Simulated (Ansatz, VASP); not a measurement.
# TiN in VASP and in Ansatz

```
Ti N
1.0
     0.00000    2.02828    2.02828
     2.02828    0.00000    2.02828
     2.02828    2.02828    0.00000
Ti N
1 1
Cartesian
  0.0000 0.0000 0.0000
  2.0283 2.0283 2.0283
```

Change from the starting cell: volume scaled by 0.88, PAW files.

Alike in both runs: task single point; functional r2SCAN; k mesh 17 × 17 × 17; occupations fermi-dirac, width 0.1 eV; no spin polarisation.

|  | VASP | Ansatz |
| --- | --- | --- |
| version | VASP 6.6.1 | Ansatz 0.2.0 |
| potentials or method | VASP PAW PBE potentials, release 64 (Ti_sv, N) | PAW with Ansatz's default frozen-core files, scalar-relativistic |
| plane-wave cutoff (eV) | 520 | 500 |
| valence electrons in the cell | 17 | 17 |

Ansatz gave:

| Quantity | Value |
| --- | --- |
| pressure (GPa) | 49.2 |

Q: What did VASP give for the same quantities?

A: Pressure (GPa): 51.4.

VASP's potentials were made for PBE, not for r2SCAN. Both programs put the cell under a high pressure, so it lies far from rest at this level.
